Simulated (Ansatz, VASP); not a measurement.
Two plane-wave programs on CdS

The input INCAR:

```
PREC = Accurate
ENCUT = 520
EDIFF = 1E-7
ISMEAR = -1
SIGMA = 0.02
LREAL = F
LASPH = T
NELM = 150
ALGO = Normal
ISIF = 2
LWAVE = F
LCHARG = F
LNONCOLLINEAR = T
MAGMOM = 0 0 0 0 0 0 0 0 0 0 0 0
LORBIT = 11
LSORBIT = T
GGA_COMPAT = F
LORBMOM = T
GGA = PE
NBANDS = 50
```

Contents of KPOINTS:

```
Automatic mesh
0
Gamma
  12 12 4
```

File POSCAR:

```
CdS
1.0
    4.1646012805      0.0000000000      0.0000000000
   -2.0823006403      3.6066505056      0.0000000000
    0.0000000000      0.0000000000      6.7660104844
Cd S
2 2
Direct
    0.3333333333      0.6666666667     -0.0009631161
    0.6666666667      0.3333333333      0.4990368839
    0.3333333333      0.6666666667      0.3759631161
    0.6666666667      0.3333333333      0.8759631161
```

Input for Ansatz:

```yaml
crystal:
  lattice:
    - [4.1646012805, 0.0, 0.0]
    - [-2.0823006403, 3.6066505056, 0.0]
    - [0.0, 0.0, 6.7660104844]
  atoms:
    - { symbol: Cd, position: [0.3333333333, 0.6666666667, -0.0009631161] }
    - { symbol: Cd, position: [0.6666666667, 0.3333333333, 0.4990368839] }
    - { symbol: S, position: [0.3333333333, 0.6666666667, 0.3759631161] }
    - { symbol: S, position: [0.6666666667, 0.3333333333, 0.8759631161] }
kpoints:
  mp_grid: { grid: [12, 12, 4] }
  band_path:
    path:
      - [0.0, 0.0, 0.0]
      - [0.5, 0.0, 0.0]
      - [0.3333333333, 0.3333333333, 0.0]
      - [0.0, 0.0, 0.5]
      - [0.5, 0.0, 0.5]
      - [0.3333333333, 0.3333333333, 0.5]
    npoints: 1
hamiltonian:
  xc: pbe
scf:
  occupations: { method: fermi_dirac, width: 0.02 }
  n_extra_bands: 10
magnetization:
  noncollinear: true
  spin_orbit: true
output:
  forces: true
  stress: true
  eigenvalues: true
```

Alike in both runs: task single point; functional PBE; k mesh 12 × 12 × 4; occupations fermi-dirac, width 0.02 eV; non-collinear spin, spin-orbit coupling.

|  | VASP | Ansatz |
| --- | --- | --- |
| version | VASP 6.6.1 | Ansatz 0.2.0 |
| potentials or method | VASP PAW PBE potentials, release 64 (Cd, S) | plane waves, PAW |
| plane-wave cutoff (eV) | 520 | 420 |
| valence electrons in the cell | 36 | 52 |

VASP gave:

```
pressure (GPa)                                                : 1.7
traceless stress, the component that is largest in VASP (GPa) : 0.06
net moment per atom (μB)                                      : 0.00
```

Problem. Which values does Ansatz return?

Solution. Pressure (GPa): 1.3; traceless stress, the component that is largest in VASP (GPa): 0.05; net moment per atom (μB): 0.00.

With one functional, cell and mesh, what is left measures potentials, basis and numerics. VASP's potentials hold 36 valence electrons a cell and Ansatz's 52, so a difference there can come from the potentials and not from the codes.
